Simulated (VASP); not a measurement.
Input of a VASP 6.6.1 run:

Contents of INCAR:

```
  PREC = Accurate
  ENCUT = 600
  EDIFF = 1E-6
  ISMEAR = 0
  SIGMA = 0.02
  LREAL = F
  LASPH = T
  NELM = 80
  ALGO = Normal
  ISIF = 3
  LWAVE = F
  LCHARG = F
  GGA = PE
  IBRION = 2
  NSW = 70
  EDIFFG = -0.008
  PSTRESS = 150.0
```

The input KPOINTS:

```
regular mesh
0
Gamma
  8 8 8
```

The input POSCAR:

```
CdF2
1.0
    0.0000000000      2.6290185277      2.6290185277
    2.6290185277      0.0000000000      2.6290185277
    2.6290185277      2.6290185277      0.0000000000
Cd F
1 2
Direct
    0.0000000000      0.0000000000      0.0000000000
    0.2500000000      0.2500000000      0.2500000000
    0.7500000000      0.7500000000      0.7500000000
```

Potentials or basis: VASP PAW PBE potentials, release 64 (Cd, F).

Launch:

```sh
$ cat potpaw_PBE.64/Cd/POTCAR potpaw_PBE.64/F/POTCAR > POTCAR
$ mpirun -np 1 vasp_std > vasp.out
```

Task: Estimate the space group after relaxing (to 0.05 Å).

Result: Fm-3m (No. 225).

Task: Estimate the relaxed volume.

Result: 12.24 Å³/atom.

Task: Estimate the relaxed cell.

Result: a = 3.731 Å, b = 3.731 Å, c = 3.731 Å, α = 60.00°, β = 60.00°, γ = 60.00°.

Task: Predict the band gap on the k mesh.

Result: 3.29 eV, indirect (least direct gap 3.71 eV).

Final structure:
```
Cd F
1.0
     0.00000    2.63807    2.63807
     2.63807    0.00000    2.63807
     2.63807    2.63807    0.00000
Cd F
1 2
Direct
  0.00000 0.00000 0.00000
  0.25000 0.25000 0.25000
  0.75000 0.75000 0.75000
```

Caveat: the cell is relaxed towards a set pressure, so the enthalpy falls and the energy may rise. A k mesh can miss the band edges.
